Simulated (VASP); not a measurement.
Ge: single point with PBE

The system is Ge.

```xyz
4
Lattice="3.8755 0.0000 0.0000 -1.9378 3.3563 0.0000 0.0000 0.0000 6.3914" Properties=species:S:1:pos:R:3 pbc="T T T"
Ge    1.9378    1.1188    0.4031
Ge    0.0000    2.2375    3.5988
Ge    1.9378    1.1188    2.7926
Ge    0.0000    2.2375    5.9883
```

This cell differs from its parent crystal: equal strain along all axes, cell held: -4.5 %, then relaxed in part.

```json
{"Program": "VASP 6.6.1", "Task": "single point", "Functional": "PBE", "Potentials or basis": "VASP PAW PBE potentials, release 64 (Ge_d)", "Cutoff": "520 eV", "k mesh": "15 × 15 × 8", "Occupations": "gaussian, width 0.1 eV", "Spin": "no spin polarisation"}
```

```yaml
Pressure: 11.3 GPa
Band_gap_on_the_k_mesh: 0.03 eV, direct
```

Stress tensor (GPa, compression positive):
```
11.11  0.00  0.00
 0.00 11.11  0.00
 0.00  0.00 11.57
```

Levels at points of the mesh, in eV from the valence-band top:
```
           k point  band 26  band 27  band 28  band 29  band 30  band 31
(0.00, 0.00, 0.00)    -0.34     0.00     0.00     0.03     0.75     2.10
(0.00, 0.00, 0.50)    -1.11    -1.11    -1.11     0.86     0.86     3.29
```

Wall time 6.9 min on 1 thread of Oxide Virtual Turin-like Processor, on a shared host, peak memory 0.35 GiB.

Caveat: the cell differs from its parent crystal (equal strain along all axes, cell held: -4.5 %, then relaxed in part). A k mesh can miss the band edges.
